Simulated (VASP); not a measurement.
# Mg63VSi32 (a cell with a defect) in VASP: single point with PBEsol

Aim: the single point of Mg63VSi32 (a cell with a defect) with PBEsol.

Everything below comes from runs of VASP 6.6.1. Logs are shortened: lines on timing, memory, paths and dates and some standing lists are left out, and cuts for length are marked.

## Step 1: The cell of the first run

The cell holds a defect, 96 atoms: a = 12.649 Å, b = 12.649 Å, c = 12.649 Å, α = 90.00°, β = 90.00°, γ = 90.00°.

## Step 2: Single point, PBEsol

Input file INCAR:

```
SYSTEM = Mg63VSi32
  PREC = Accurate
  ENCUT = 520
  EDIFF = 1E-6
  ISMEAR = -1
  SIGMA = 0.05
  LREAL = Auto
  LASPH = .TRUE.
  NELM = 100
  ALGO = Normal
  ISIF = 2
  LWAVE = .FALSE.
  LCHARG = .FALSE.
  GGA = PS
  NELECT = 268.0
  ISYM = 0
  NBANDS = 188
```

Input file KPOINTS:

```
Automatic mesh
0
Gamma
  1 1 1
  0.25 0.25 0.25
```

Input file POSCAR:

```
Mg63VSi32
1.0
   12.6494980000      0.0000000000      0.0000000000
    0.0000000000     12.6494980000      0.0000000000
    0.0000000000      0.0000000000     12.6494980000
Mg V Si
63 1 32
Direct
    0.3742570000      0.1248400000      0.1252850000
    0.3747580000      0.1254090000      0.6249480000
    0.3747510000      0.6245350000      0.1259420000
    0.8751990000      0.1249250000      0.1253820000
    0.8750910000      0.1248440000      0.6244850000
    0.8750780000      0.6240360000      0.1253200000
    0.8757830000      0.6245440000      0.6249830000
    0.1247760000      0.3745610000      0.1248300000
    0.1250520000      0.3747950000      0.6242910000
    0.1246430000      0.8747480000      0.1260300000
    0.1246790000      0.8736830000      0.6262350000
    0.6249710000      0.3743590000      0.1260630000
    0.6239610000      0.3744040000      0.6262960000
    0.6248190000      0.8745660000      0.1247990000
    0.6246210000      0.8743530000      0.6222170000
    0.1248200000      0.1243670000      0.3749880000
    0.1246240000      0.1255680000      0.8751660000
    0.1250030000      0.6238610000      0.3752120000
    0.1247330000      0.6258310000      0.8740720000
    0.6249700000      0.1256020000      0.3748100000
    0.6248410000      0.1243200000      0.8750040000
    0.6239020000      0.6258720000      0.3749030000
    0.6246670000      0.6217480000      0.8748630000
    0.1244910000      0.1251910000      0.1256430000
    0.1250090000      0.1249690000      0.6252620000
    0.1249970000      0.6248430000      0.1253980000
    0.1264830000      0.6253450000      0.6257470000
    0.6252250000      0.1246440000      0.1251000000
    0.6247720000      0.1251640000      0.6251100000
    0.6247440000      0.6246910000      0.1256560000
    0.6250290000      0.6234350000      0.6239980000
    0.3740780000      0.3747460000      0.3752170000
    0.3760980000      0.3744620000      0.8741100000
    0.3760490000      0.8736550000      0.3749050000
    0.3720200000      0.8743900000      0.8748500000
    0.8746160000      0.3745560000      0.3749930000
    0.8758590000      0.3743620000      0.8751690000
    0.8758290000      0.8747040000      0.3747810000
    0.8745930000      0.8745910000      0.8749610000
    0.3750540000      0.3747510000      0.1254200000
    0.3756310000      0.3760960000      0.6257780000
    0.3749320000      0.8745170000      0.1256500000
    0.3737190000      0.8746460000      0.6239560000
    0.8754320000      0.3742240000      0.1256410000
    0.8752420000      0.3747650000      0.6252610000
    0.8749180000      0.8749710000      0.1250780000
    0.8754280000      0.8745320000      0.6250940000
    0.3750730000      0.1249340000      0.3752010000
    0.3749380000      0.1251940000      0.8749500000
    0.3755370000      0.6252830000      0.3766320000
    0.3738030000      0.6234930000      0.8751990000
    0.8754490000      0.1251730000      0.3746880000
    0.8749300000      0.1246490000      0.8754170000
    0.8751930000      0.6248130000      0.3752340000
    0.8754670000      0.6247130000      0.8749720000
    0.1250040000      0.3747480000      0.3752060000
    0.1283770000      0.3780980000      0.8710660000
    0.1283610000      0.8706280000      0.3785390000
    0.1243550000      0.8750350000      0.8755130000
    0.6208680000      0.3781330000      0.3785780000
    0.6253540000      0.3740720000      0.8755570000
    0.6253170000      0.8750900000      0.3745580000
    0.6221610000      0.8719100000      0.8723410000
    0.3754400000      0.6252770000      0.6256650000
    0.9998690000      0.9996640000      0.0001190000
    0.0009030000      0.9990450000      0.4999140000
    0.0009240000      0.4994950000      0.9994760000
    0.0004270000      0.5001600000      0.5005970000
    0.4999460000      0.9980870000      0.9985320000
    0.4994350000      0.9998800000      0.5004740000
    0.4994470000      0.5000240000      0.0003730000
    0.4909010000      0.5070700000      0.5075120000
    0.2497320000      0.2506740000      0.9994730000
    0.2504120000      0.2501570000      0.5006030000
    0.2502920000      0.7491720000      0.0003400000
    0.2572410000      0.7407280000      0.5074320000
    0.7499420000      0.2495930000      0.0001310000
    0.7492920000      0.2506610000      0.4999260000
    0.7483400000      0.7497060000      0.9985270000
    0.7501490000      0.7491750000      0.5004890000
    0.2497310000      0.9990480000      0.2510890000
    0.2502740000      0.9998880000      0.7496400000
    0.2503890000      0.5001550000      0.2506190000
    0.2573100000      0.5070680000      0.7410960000
    0.7499240000      0.9996730000      0.2500520000
    0.7483440000      0.9980960000      0.7501360000
    0.7492770000      0.4994870000      0.2511160000
    0.7501760000      0.5000210000      0.7496560000
    0.0001410000      0.2498870000      0.2503420000
    0.0003710000      0.2501100000      0.7507830000
    0.0003460000      0.7503520000      0.2505400000
    0.0006560000      0.7495910000      0.7500020000
    0.5005890000      0.2501060000      0.2505610000
    0.4998400000      0.2503800000      0.7500210000
    0.4998020000      0.7495840000      0.2508570000
    0.4896790000      0.7394340000      0.7398510000
```

Potentials or basis: VASP PAW PBE potentials, release 64 (Mg, V_sv, Si).

Launch:

```bash
cat potpaw_PBE.64/Mg/POTCAR potpaw_PBE.64/V_sv/POTCAR potpaw_PBE.64/Si/POTCAR > POTCAR
mpirun -np 1 vasp_std > vasp.out
```

OUTCAR:

```text
SYSTEM = Mg63VSi32
   PREC = Accurate
   ENCUT = 520
   EDIFF = 1E-6
   ISMEAR = -1
   LREAL = Auto
   LASPH = .TRUE.
   NELM = 100
   ISIF = 2
   GGA = PS
   NELECT = 268.0
   ISYM = 0

 ion  position               nearest neighbor table
   1  0.374  0.125  0.125-  81 2.75  73 2.75  93 2.75  69 2.77  24 3.16  40 3.16  48 3.16  42 3.17
                            49 3.17  28 3.17
   2  0.375  0.125  0.625-  74 2.73  70 2.74  82 2.74  94 2.74  48 3.16  25 3.16  49 3.16  29 3.16
                            41 3.17  43 3.17
   3  0.375  0.625  0.126-  83 2.73  75 2.74  71 2.74  95 2.74  26 3.16  40 3.16  42 3.16  30 3.16
                            50 3.17  51 3.17
   4  0.875  0.125  0.125-  89 2.74  77 2.74  65 2.74  85 2.74  24 3.15  44 3.15  52 3.15  46 3.16
                            53 3.16  28 3.16
   5  0.875  0.125  0.624-  78 2.75  66 2.75  90 2.75  86 2.77  52 3.16  25 3.16  45 3.16  47 3.17
                            29 3.17  53 3.17
   6  0.875  0.624  0.125-  87 2.75  67 2.75  91 2.75  79 2.77  44 3.16  54 3.16  26 3.16  30 3.17
                            55 3.17  46 3.17
   7  0.876  0.625  0.625-  68 2.73  80 2.74  88 2.74  92 2.74  54 3.16  45 3.16  47 3.16  55 3.16
                            27 3.17  31 3.17
   8  0.125  0.375  0.125-  67 2.73  73 2.73  89 2.74  83 2.75  44 3.15  24 3.15  40 3.17  26 3.17
                            56 3.17  57 3.21
   9  0.125  0.375  0.624-  68 2.73  74 2.73  90 2.75  84 2.79  57 3.12  56 3.15  45 3.16  25 3.16
                            27 3.17  41 3.17
  10  0.125  0.875  0.126-  91 2.73  81 2.73  65 2.74  75 2.75  46 3.16  26 3.16  42 3.17  24 3.17
                            59 3.17  58 3.19
  11  0.125  0.874  0.626-  92 2.72  82 2.74  66 2.74  76 2.81  58 3.13  27 3.14  43 3.15  47 3.15
                            59 3.15  25 3.18
[... 164 lines left out ...]
  94  0.500  0.250  0.750-  13 2.72  33 2.72  41 2.73  61 2.74  49 2.74  29 2.74   2 2.74  21 2.75

  95  0.500  0.750  0.251-  22 2.72  34 2.72  50 2.73  62 2.74  42 2.74   3 2.74  30 2.74  14 2.75

  96  0.490  0.739  0.740-  64 2.50  43 2.69  51 2.69  31 2.69  15 2.84  35 2.84  23 2.84  63 2.90

IMPORTANT INFORMATION: All symmetrisations will be switched off!
NOSYMM: (Re-)initialisation of all symmetry stuff for point group C_1.

----------------------------------------------------------------------------------------

                                     Primitive cell

  volume of cell :    2024.0436

  direct lattice vectors                    reciprocal lattice vectors
    12.649498000  0.000000000  0.000000000     0.079054521  0.000000000  0.000000000
     0.000000000 12.649498000  0.000000000     0.000000000  0.079054521  0.000000000
     0.000000000  0.000000000 12.649498000     0.000000000  0.000000000  0.079054521

  length of vectors
    12.649498000 12.649498000 12.649498000     0.079054521  0.079054521  0.079054521

  position of ions in fractional coordinates (direct lattice)
     0.374257000  0.124840000  0.125285000
     0.374758000  0.125409000  0.624948000
     0.374751000  0.624535000  0.125942000
     0.875199000  0.124925000  0.125382000
     0.875091000  0.124844000  0.624485000
     0.875078000  0.624036000  0.125320000
[... 88 lines left out ...]
     0.499802000  0.749584000  0.250857000
     0.489679000  0.739434000  0.739851000

  ion indices of the primitive-cell ions
   primitive index   ion index
                 1           1
                 2           2
                 3           3
                 4           4
                 5           5
                 6           6
[... 88 lines left out ...]
                95          95
                96          96

----------------------------------------------------------------------------------------

 KPOINTS: Automatic mesh

Automatic generation of k-mesh.
 Grid dimensions read from file:
 generate k-points for:    1    1    1
   k-points           NKPTS =      4   k-points in BZ     NKDIM =      4   number of bands    NBANDS=    188
   number of dos      NEDOS =    301   number of ions     NIONS =     96
   total plane-waves  NPLWV = 884736
   dimension x,y,z NGX =    96 NGY =   96 NGZ =   96
   dimension x,y,z NGXF=   192 NGYF=  192 NGZF=  192
   ions per type =              63   1  32
   NGX,Y,Z   is equivalent  to a cutoff of  12.62, 12.62, 12.62 a.u.
   NGXF,Y,Z  is equivalent  to a cutoff of  25.23, 25.23, 25.23 a.u.
 SYSTEM =  Mg63VSi32
   PREC   = accura    normal or accurate (medium, high low for compatibility)
   ISTART =      0    job   : 0-new  1-cont  2-samecut
   ICHARG =      2    charge: 1-file 2-atom 10-const
   ISPIN  =      1    spin polarized calculation?
   LNONCOLLINEAR =      F non collinear calculations
   LSORBIT =      F    spin-orbit coupling
   LASPH  =      T    aspherical Exc in radial PAW
   ENCUT  =  520.0 eV  38.22 Ry    6.18 a.u.  23.52 23.52 23.52*2*pi/ulx,y,z
   NELM   =    100;   NELMIN=  2; NELMDL= -5     # of ELM steps
   EDIFF  = 0.1E-05   stopping-criterion for ELM
   LREAL  =      T    real-space projection
   EDIFFG = 0.1E-04   stopping-criterion for IOM
   NSW    =      0    number of steps for IOM
   IBRION =     -1    ionic relax: 0-MD 1-quasi-New 2-CG
   NFREE  =      0    steps in history (QN), initial steepest desc. (CG)
   ISIF   =      2    stress and relaxation
   ISYM   =      0    0-nonsym 1-usesym 2-fastsym
   POTIM  = 0.5000    time-step for ionic-motion
   TEBEG  =    0.0;   TEEND  =   0.0 temperature during run
   PSTRESS=    0.0 pullay stress
   NELECT =     268.0000    total number of electrons
   NUPDOWN=      -1.0000    fix difference up-down
   EMIN   =  10.00;   EMAX   =-10.00  energy-range for DOS
   EFERMI =   0.00;   METHOD = LEGACY
   ISMEAR =    -1;   SIGMA  =   0.05  broadening in eV -4-tet -1-fermi 0-gaus
   EFERMI_NEDOS =   21; number of points for ismear=-14 and -15
   IALGO  =     38    algorithm
   IMIX   =      4    mixing-type and parameters
     AMIX     =   0.40;   BMIX     =  1.00
     AMIX_MAG =   1.60;   BMIX_MAG =  1.00
  volume/ion in A,a.u.               =      21.08       142.28
  Fermi-wavevector in a.u.,A,eV,Ry     =   0.834411  1.576807  9.472934  0.696241
  Thomas-Fermi vector in A             =   1.947797
   LORBIT       =      0    0 simple, 1 ext, 2 COOP (PROOUT), +10 PAW based schemes
   GGA     = PS    functional components
   LHFCALC =     F    Hartree Fock is set to
   AEXX    =    0.0000 exact exchange contribution
   IVDW    =     0    specifies the selected vdW correction
   LEPSILON=     F    determine dielectric tensor
   LRPA    =     F    only Hartree local field effects (RPA)
 non-spin polarized calculation
  energy-cutoff  :      520.00
  volume of cell :     2024.04
 maximum number of plane-waves:     54486
 NGX is ok and might be reduce to    96
   NGX = 47   NGY = 47   NGZ = 47

 number of electron     268.0000007 magnetization

 Free energy of the ion-electron system (eV)
  ---------------------------------------------------
  ext. energy  EPLUGINS =         0.00000000
  ---------------------------------------------------
  free energy    TOTEN  =      -311.74848737 eV

  energy without entropy =     -311.54017410  energy(sigma->0) =     -311.64433074

 E-fermi :   3.9412     XC(G=0):  -8.9540

 val. band max:        3.9379332335   @ k =   0.2500   0.2500   0.2500
 cond. band min:       3.9461919446   @ k =  -0.2500   0.2500   0.2500
 fundamental gap:      0.0082587111
 Fermi energy:         3.9412024402

 k-point     1 :       0.2500    0.2500    0.2500
  band No.  band energies     occupation
      1     -60.2574      2.00000
      2     -34.2303      2.00000
      3     -34.2150      2.00000
      4     -34.2146      2.00000
      5      -5.3970      2.00000
      6      -5.0434      2.00000
[... 585 lines left out ...]
    145       4.9429      0.00000
    146       4.9434      0.00000
 [bands above 146 left out]

------------------------ aborting loop because EDIFF is reached ----------------------------------------

  FORCE on cell =-STRESS in cart. coord.  units (eV):
  Direction    XX          YY          ZZ          XY          YZ          ZX
  --------------------------------------------------------------------------------------
  -------------------------------------------------------------------------------------
  Total        1.5318888      1.5250372      1.5377042     -0.4198646     -0.4180293     -0.3944671
  in kB        1.2126011      1.2071776      1.2172044     -0.3323533     -0.3309005     -0.3122493
  external PRESSURE =       1.2123277 kB  Pullay stress =       0.0000000 kB

 VOLUME and BASIS-vectors are now :
 -----------------------------------------------------------------------------
  energy-cutoff  :      520.00
  volume of cell :     2024.04
      direct lattice vectors                 reciprocal lattice vectors
    12.649498000  0.000000000  0.000000000     0.079054521  0.000000000  0.000000000
     0.000000000 12.649498000  0.000000000     0.000000000  0.079054521  0.000000000
     0.000000000  0.000000000 12.649498000     0.000000000  0.000000000  0.079054521

 POSITION                                       TOTAL-FORCE (eV/Angst)
 -----------------------------------------------------------------------------------
      4.73416      1.57916      1.58479         0.034637     -0.025643     -0.026559
      4.74050      1.58636      7.90528         0.011131     -0.014462      0.011347
      4.74041      7.90005      1.59310         0.010868      0.009285     -0.015899
     11.07083      1.58024      1.58602        -0.018074     -0.017757     -0.017862
     11.06946      1.57921      7.89942        -0.025618     -0.025385      0.032664
     11.06930      7.89374      1.58524        -0.025758      0.033074     -0.027635
[... 88 lines left out ...]
      6.32224      9.48186      3.17322        -0.009059     -0.010052     -0.040701
      6.19419      9.35347      9.35874         0.115862      0.111823      0.117559
 -----------------------------------------------------------------------------------
    total drift:                               -0.004377      0.010443     -0.001741

  FREE ENERGIE OF THE ION-ELECTRON SYSTEM (eV)
  ---------------------------------------------------
  free  energy   TOTEN  =      -311.7484873684 eV

  energy  without entropy=     -311.5401741042  energy(sigma->0) =     -311.64433074
```

It took 79 min on 1 thread of Intel Xeon Platinum 8259CL at 2.50GHz (Skylake/Cascade Lake), shared host; peak memory 2.2 GiB.

What came out:

```yaml
Free_energy: -311.7485 eV
Largest_force: 0.209 eV/Å
```

Forces in eV/Å, atoms in the order of the input:
```
Mg   0.035 -0.026 -0.027
Mg   0.011 -0.014  0.011
Mg   0.011  0.009 -0.016
Mg  -0.018 -0.018 -0.018
Mg  -0.026 -0.025  0.033
Mg  -0.026  0.033 -0.028
Mg  -0.017  0.009  0.010
Mg   0.021  0.020 -0.014
Mg   0.003  0.003 -0.038
Mg   0.013  0.020 -0.025
Mg   0.036  0.054  0.004
Mg   0.021  0.015 -0.025
Mg   0.053  0.038  0.002
Mg   0.014  0.014 -0.019
Mg  -0.023 -0.022  0.060
Mg   0.019 -0.013  0.021
Mg   0.014 -0.023  0.021
Mg   0.003 -0.038  0.002
Mg   0.035  0.002  0.054
Mg   0.022 -0.024  0.014
Mg   0.013 -0.018  0.015
Mg   0.054  0.002  0.036
Mg  -0.024  0.061 -0.023
Mg  -0.002 -0.032 -0.034
Mg   0.005 -0.019 -0.009
Mg   0.005 -0.010 -0.019
Mg  -0.040 -0.042 -0.042
Mg   0.008 -0.027 -0.028
Mg   0.006 -0.032 -0.003
Mg   0.007 -0.003 -0.033
Mg  -0.031  0.025  0.022
Mg  -0.037  0.004  0.004
Mg   0.003  0.036  0.054
Mg   0.004  0.055  0.035
Mg   0.060 -0.023 -0.024
Mg  -0.013  0.020  0.020
Mg  -0.024  0.015  0.021
Mg  -0.024  0.021  0.015
Mg  -0.018  0.013  0.016
Mg  -0.009  0.006 -0.019
Mg  -0.044 -0.033 -0.042
Mg  -0.002  0.006 -0.033
Mg   0.024 -0.024  0.022
Mg  -0.033  0.000 -0.034
Mg  -0.019  0.005 -0.010
Mg  -0.029  0.008 -0.028
Mg  -0.032  0.006 -0.003
Mg  -0.009 -0.018  0.005
Mg  -0.003 -0.032  0.006
Mg  -0.041 -0.040 -0.038
Mg   0.021  0.023 -0.031
Mg  -0.033 -0.033 -0.002
Mg  -0.028 -0.027  0.009
Mg  -0.018 -0.009  0.004
Mg  -0.033 -0.004  0.007
Mg   0.003  0.003  0.003
Mg  -0.003 -0.001  0.046
Mg  -0.004  0.047 -0.003
Mg   0.017  0.012  0.011
Mg   0.046 -0.003 -0.003
Mg   0.009  0.019  0.009
Mg   0.011  0.010  0.017
Mg  -0.061 -0.061 -0.060
V   -0.118 -0.124 -0.119
Si   0.006  0.009  0.009
Si   0.006 -0.018 -0.013
Si   0.006 -0.014 -0.017
Si   0.003 -0.004 -0.003
Si  -0.016  0.047  0.048
Si  -0.003 -0.012 -0.030
Si  -0.003 -0.031 -0.012
Si   0.064  0.069  0.070
Si  -0.013  0.005 -0.017
Si  -0.004  0.002 -0.003
Si  -0.031 -0.001 -0.011
Si   0.072  0.062  0.071
Si   0.010  0.006  0.010
Si  -0.017  0.005 -0.014
Si   0.046 -0.017  0.047
Si  -0.011 -0.002 -0.030
Si  -0.013 -0.018  0.007
Si  -0.030 -0.012 -0.003
Si  -0.004 -0.005  0.003
Si   0.071  0.067  0.065
Si   0.010  0.009  0.006
Si   0.047  0.046 -0.018
Si  -0.018 -0.014  0.007
Si  -0.010 -0.031 -0.003
Si   0.005  0.005  0.006
Si   0.021  0.021 -0.039
Si   0.021 -0.040  0.022
Si  -0.039 -0.009 -0.010
Si  -0.039  0.021  0.022
Si  -0.010 -0.041 -0.009
Si  -0.009 -0.010 -0.041
Si   0.116  0.112  0.118
```

Caveat: the cell carries a net charge on a neutralising background, which shifts energy and pressure; the cell is charged against a uniform background, so pressure and absolute levels hang on convention; the PAW data sets were made with another functional, which shifts forces and pressure a little.
